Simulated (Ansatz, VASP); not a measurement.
GaN in VASP and in Ansatz

Contents of INCAR:

```
ALGO     = Normal         # electronic algorithm
DIPOL    = 0.5 0.5 0.383
EDIFF    = 1E-6           # SCF threshold, eV
ENCUT    = 520            # plane-wave cutoff, eV
GGA      = PE             # functional
GGA_COMPAT= False        
IDIPOL   = 3            
ISIF     = 2              # what is computed and relaxed
ISMEAR   = 0              # smearing method
KPAR     = 4            
LASPH    = True           # aspherical terms in the spheres
LCHARG   = False          # write CHGCAR
LDIPOL   = True         
LREAL    = False          # projectors in reciprocal space
LWAVE    = False          # write WAVECAR
NBANDS   = 126            # bands
NELM     = 120            # most SCF steps
NELMDL   = -8           
PREC     = Accurate       # precision mode
SIGMA    = 0.1            # smearing width, eV
```

Contents of KPOINTS:

```
k-points
0
Gamma
  7 7 1
```

Contents of POSCAR:

```
GaN
1.0
    6.1520446281      0.0000000000      0.0000000000
   -2.7846162569      5.4857602397      0.0000000000
    0.0000000000      0.0000000000     28.0535102763
Ga N
12 12
Direct
   -0.0059996364      1.0059996364      0.2764720654
    0.4940003636      0.5059996364      0.2764720654
    0.5115285451      0.9884714549      0.2959669273
    0.0115285451      0.4884714549      0.2959669273
    0.7581785656      0.7418214344      0.3676719003
    0.2581785656      0.2418214344      0.3676719003
    0.2604139426      0.7395860574      0.3982001623
    0.7604139426      0.2395860574      0.3982001623
    0.5112886096      0.4887113904      0.4663855367
    0.0112886096      0.9887113904      0.4663855367
    0.0088877689      0.4911122311      0.4982011466
    0.5088877689      0.9911122311      0.4982011466
    0.8213058831      0.1786941169      0.2673578660
    0.3213058831      0.6786941169      0.2673578660
    0.3238196954      0.1761803046      0.2987798997
    0.8238196954      0.6761803046      0.2987798997
    0.5710399289      0.9289600711      0.3660415409
    0.0710399289      0.4289600711      0.3660415409
    0.0721232991      0.9278767009      0.3987595670
    0.5721232991      0.4278767009      0.3987595670
    0.3238850494      0.6761149506      0.4654911218
    0.8238850494      0.1761149506      0.4654911218
    0.8251781773      0.6748218227      0.4957120039
    0.3251781773      0.1748218227      0.4957120039
```

Input for Ansatz:

```yaml
crystal:
  lattice:
    - [6.1520446281, 0.0, 0.0]
    - [-2.7846162569, 5.4857602397, 0.0]
    - [0.0, 0.0, 28.0535102763]
  atoms:
    - { symbol: Ga, position: [-0.0059996364, 1.0059996364, 0.2764720654] }
    - { symbol: Ga, position: [0.4940003636, 0.5059996364, 0.2764720654] }
    - { symbol: "N", position: [0.8213058831, 0.1786941169, 0.267357866] }
    - { symbol: "N", position: [0.3213058831, 0.6786941169, 0.267357866] }
    - { symbol: Ga, position: [0.5115285451, 0.9884714549, 0.2959669273] }
    - { symbol: Ga, position: [0.0115285451, 0.4884714549, 0.2959669273] }
    - { symbol: "N", position: [0.3238196954, 0.1761803046, 0.2987798997] }
    - { symbol: "N", position: [0.8238196954, 0.6761803046, 0.2987798997] }
    - { symbol: Ga, position: [0.7581785656, 0.7418214344, 0.3676719003] }
    - { symbol: Ga, position: [0.2581785656, 0.2418214344, 0.3676719003] }
    - { symbol: "N", position: [0.5710399289, 0.9289600711, 0.3660415409] }
    - { symbol: "N", position: [0.0710399289, 0.4289600711, 0.3660415409] }
    - { symbol: Ga, position: [0.2604139426, 0.7395860574, 0.3982001623] }
    - { symbol: Ga, position: [0.7604139426, 0.2395860574, 0.3982001623] }
    - { symbol: "N", position: [0.0721232991, 0.9278767009, 0.398759567] }
    - { symbol: "N", position: [0.5721232991, 0.4278767009, 0.398759567] }
    - { symbol: Ga, position: [0.5112886096, 0.4887113904, 0.4663855367] }
    - { symbol: Ga, position: [0.0112886096, 0.9887113904, 0.4663855367] }
    - { symbol: "N", position: [0.3238850494, 0.6761149506, 0.4654911218] }
    - { symbol: "N", position: [0.8238850494, 0.1761149506, 0.4654911218] }
    - { symbol: Ga, position: [0.0088877689, 0.4911122311, 0.4982011466] }
    - { symbol: Ga, position: [0.5088877689, 0.9911122311, 0.4982011466] }
    - { symbol: "N", position: [0.8251781773, 0.6748218227, 0.4957120039] }
    - { symbol: "N", position: [0.3251781773, 0.1748218227, 0.4957120039] }
basis:
  ecutwfc: 420
kpoints:
  mp_grid: { grid: [7, 7, 1] }
hamiltonian:
  xc: pbe
scf:
  occupations: { method: gaussian, width: 0.1 }
output:
  forces: true
  stress: true
  eigenvalues: true
  write_density: true
  write_potential: true
  elf: true
  volumetric_format: npy
efield:
  axis: 3
  dipole_correction: true
  ramp_width: 0.04
```

Alike in both runs: task single point; functional PBE; k mesh 7 × 7 × 1; occupations gaussian, width 0.1 eV; no spin polarisation.

```csv
,VASP,Ansatz
version,VASP 6.6.1,Ansatz 0.2.0
potentials or method,"VASP PAW PBE potentials, release 64 (Ga_d, N), cutoff 520 eV","scalar-relativistic, plane waves, PAW"
valence electrons in the cell,216,216
```

|  | VASP | Ansatz | Ansatz less VASP |
| --- | --- | --- | --- |
| gap on the k mesh at the Fermi level (eV) | 0.86 | 0.87 | +0.009 |
| least direct gap on the mesh (eV) | 0.86 | 0.87 | +0.009 |
| rms of the force components (eV/Å) | 0.499 | 0.500 | +0.0008 |

With one functional, cell and mesh, what is left measures potentials, basis and numerics. Ansatz's warnings: xc potential rough in thin density.
